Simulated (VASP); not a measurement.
# Hf2TiN3 (P-3m1) in VASP: notebook, part 2 of 2

VASP 6.6.1. Earlier steps stand in the parts before.

### 3 Relaxation of cell and atoms, PBE

INCAR

```
  PREC = Accurate
  ENCUT = 600
  EDIFF = 1E-6
  ISMEAR = 0
  SIGMA = 0.1
  LREAL = F
  LASPH = T
  NELM = 80
  ALGO = Normal
  ISIF = 3
  LWAVE = F
  LCHARG = F
  GGA = PE
  IBRION = 2
  NSW = 100
  EDIFFG = -0.01
```

KPOINTS

```
Automatic mesh
0
Gamma
  12 12 6
```

POSCAR

```
Hf2TiN3
1.0
    3.1553469398      0.0000000000      0.0000000000
   -1.5776734699      2.7326106076      0.0000000000
    0.0000000000      0.0000000000      7.7095020350
Hf Ti N
2 1 3
Direct
    0.3333333333      0.6666666667      0.6742633361
    0.6666666667      0.3333333333      0.3257366639
    0.0000000000      0.0000000000      0.0000000000
    0.6666666667      0.3333333333      0.8426788819
    0.0000000000      0.0000000000      0.5000000000
    0.3333333333      0.6666666667      0.1573211181
```

Potentials or basis: VASP PAW PBE potentials, release 64 (Hf_pv, Ti_sv, N).

Launch:

```
> cat potpaw_PBE.64/Hf_pv/POTCAR potpaw_PBE.64/Ti_sv/POTCAR potpaw_PBE.64/N/POTCAR > POTCAR
> mpirun -np 1 vasp_std > vasp.out
```

OUTCAR:

```text
PREC = Accurate
   ENCUT = 600
   EDIFF = 1E-6
   ISMEAR = 0
   LREAL = F
   LASPH = T
   NELM = 80
   ISIF = 3
   GGA = PE
   IBRION = 2
   NSW = 100
   EDIFFG = -0.01

 ion  position               nearest neighbor table
   1  0.333  0.667  0.674-   4 2.24   4 2.24   4 2.24   5 2.26   5 2.26   5 2.26   3 3.10   3 3.10
                             3 3.10   2 3.25   2 3.25   2 3.25
   2  0.667  0.333  0.326-   6 2.24   6 2.24   6 2.24   5 2.26   5 2.26   5 2.26   3 3.10   3 3.10
                             3 3.10   1 3.25   1 3.25   1 3.25
   3  0.000  0.000  0.000-   4 2.19   6 2.19   6 2.19   4 2.19   4 2.19   6 2.19   1 3.10   2 3.10
                             1 3.10   2 3.10   1 3.10   2 3.10
   4  0.667  0.333  0.843-   3 2.19   3 2.19   3 2.19   1 2.24   1 2.24   1 2.24
   5  0.000  0.000  0.500-   1 2.26   2 2.26   1 2.26   2 2.26   2 2.26   1 2.26
   6  0.333  0.667  0.157-   3 2.19   3 2.19   3 2.19   2 2.24   2 2.24   2 2.24

  LATTYP: Found a hexagonal cell.
 ALAT       =     3.1553469398
 C/A-ratio  =     2.4433135823

  Lattice vectors:

[... 191 lines left out ...]

  FORCE on cell =-STRESS in cart. coord.  units (eV):
  Direction    XX          YY          ZZ          XY          YZ          ZX
  --------------------------------------------------------------------------------------
  -------------------------------------------------------------------------------------
  Total       -0.4420193     -0.4420193     -1.1635478      0.0000000     -0.0000000      0.0000000
  in kB      -10.6537045    -10.6537045    -28.0442359      0.0000000     -0.0000000      0.0000000
  external PRESSURE =     -16.4505483 kB  Pullay stress =       0.0000000 kB
[... 227 lines left out ...]
--------------------------------------- Ionic step        7  -------------------------------------------

 number of electron      47.0000004 magnetization

 Free energy of the ion-electron system (eV)
  ---------------------------------------------------
  ext. energy  EPLUGINS =         0.00000000
  ---------------------------------------------------
  free energy    TOTEN  =       -63.07508505 eV

  energy without entropy =      -63.06481873  energy(sigma->0) =      -63.06995189

 E-fermi :   9.0904     XC(G=0): -12.7318

 val. band max:        9.0886487413   @ k =   0.3333   0.2500   0.5000
 cond. band min:       9.1040774442   @ k =   0.5000   0.0000   0.1667
 fundamental gap:      0.0154287030
 Fermi energy:         9.0904161080

 k-point     1 :       0.0000    0.0000    0.0000
  band No.  band energies     occupation
      1     -48.7260      2.00000
      2     -25.0837      2.00000
      3     -24.8644      2.00000
      4     -24.8644      2.00000
      5     -22.7253      2.00000
      6     -22.2571      2.00000
[... 733 lines left out ...]
     27      10.4299      0.00000
     28      10.4470      0.00000

 [... further k-points ...]

------------------------ aborting loop because EDIFF is reached ----------------------------------------

  FORCE on cell =-STRESS in cart. coord.  units (eV):
  Direction    XX          YY          ZZ          XY          YZ          ZX
  --------------------------------------------------------------------------------------
  -------------------------------------------------------------------------------------
  Total       -0.0001724     -0.0001724     -0.0050585      0.0000000     -0.0000000      0.0000000
  in kB       -0.0041758     -0.0041758     -0.1225250      0.0000000     -0.0000000      0.0000000
  external PRESSURE =      -0.0436255 kB  Pullay stress =       0.0000000 kB
[... 21 lines left out ...]
  FREE ENERGIE OF THE ION-ELECTRON SYSTEM (eV)
  ---------------------------------------------------
  free  energy   TOTEN  =       -63.0750850513 eV

  energy  without entropy=      -63.0648187280  energy(sigma->0) =      -63.06995189

 reached required accuracy - stopping structural energy minimisation
```

OSZICAR:

```text
N       E                     dE             d eps       ncg     rms          rms(c)
DAV:   1     0.459201150823E+03    0.45920E+03   -0.26798E+04  5600   0.200E+03
DAV:   2    -0.142493535068E+02   -0.47345E+03   -0.45642E+03  6052   0.529E+02
DAV:   3    -0.722640995443E+02   -0.58015E+02   -0.56230E+02  8172   0.148E+02
[... 65 lines left out ...]
DAV:   1    -0.630750653811E+02   -0.97708E-05   -0.81153E-03  5632   0.620E-01    0.720E-02
DAV:   2    -0.630750898804E+02   -0.24499E-04   -0.32672E-04  6808   0.119E-01    0.296E-02
DAV:   3    -0.630750863316E+02    0.35488E-05   -0.28936E-05  7888   0.426E-02    0.206E-02
DAV:   4    -0.630750865291E+02   -0.19750E-06   -0.15603E-05  7380   0.281E-02    0.136E-02
DAV:   5    -0.630750852110E+02    0.13180E-05   -0.83362E-06  6052   0.232E-02    0.571E-03
DAV:   6    -0.630750850513E+02    0.15974E-06   -0.91433E-07  3964   0.826E-03
   7 F= -.63075085E+02 E0= -.63069952E+02  d E =-.300756E-04
```

Run time: 29 min. Hardware: 1 thread of Intel Xeon 8259CL, shared host; peak memory 0.39 GiB.

What came out:

```
Free energy                           : -63.0751 eV
Relaxed volume                        : 11.02 Å³/atom
Relaxed cell                          : a = 3.159 Å, b = 3.159 Å, c = 7.655 Å, α = 90.00°, β = 90.00°, γ = 120.00°
Space group after relaxing (to 0.1 Å) : P-3m1 (No. 164)
Energy gained by relaxing             : 1.3 meV/atom
Ionic steps                           : 7
Pressure after relaxing               : 0.0 GPa
Largest force after relaxing          : 0.007 eV/Å
Band gap on the k mesh                : zero (an odd number of electrons rules out a gap without spin polarisation)
```

Forces on the atoms (eV/Å):
```
Hf   0.000  0.000 -0.003
Hf   0.000  0.000  0.003
Ti   0.000  0.000  0.000
N    0.000  0.000 -0.007
N    0.000  0.000  0.000
N    0.000  0.000  0.007
```

Step by step:
```csv
step,energy change (eV),largest force (eV/Å),pressure (GPa),volume (Å³)
1,0.0000,0.1913,-1.65,66.47
2,-0.0003,0.0208,3.13,65.38
3,-0.0053,0.0954,0.76,65.92
4,-0.0077,0.0144,0.08,66.13
5,-0.0078,0.0210,0.01,66.14
6,-0.0078,0.0186,0.01,66.14
7,-0.0078,0.0074,0.00,66.15
```

Final structure:
```cif
data_structure
_symmetry_space_group_name_H-M 'P 1'
_symmetry_Int_Tables_number 1
_cell_length_a 3.1588
_cell_length_b 3.1588
_cell_length_c 7.6548
_cell_angle_alpha 90.000
_cell_angle_beta 90.000
_cell_angle_gamma 120.000
_cell_volume 66.15
loop_
_atom_site_label
_atom_site_type_symbol
_atom_site_fract_x
_atom_site_fract_y
_atom_site_fract_z
_atom_site_occupancy
Hf1 Hf 0.33333 0.66667 0.67560 1
Hf2 Hf 0.66667 0.33333 0.32440 1
Ti1 Ti 0.00000 0.00000 0.00000 1
N1 N 0.66667 0.33333 0.84125 1
N2 N 0.00000 0.00000 0.50000 1
N3 N 0.33333 0.66667 0.15875 1
```

Caveat: spin-orbit coupling is left out, which moves the levels of the heavy elements.
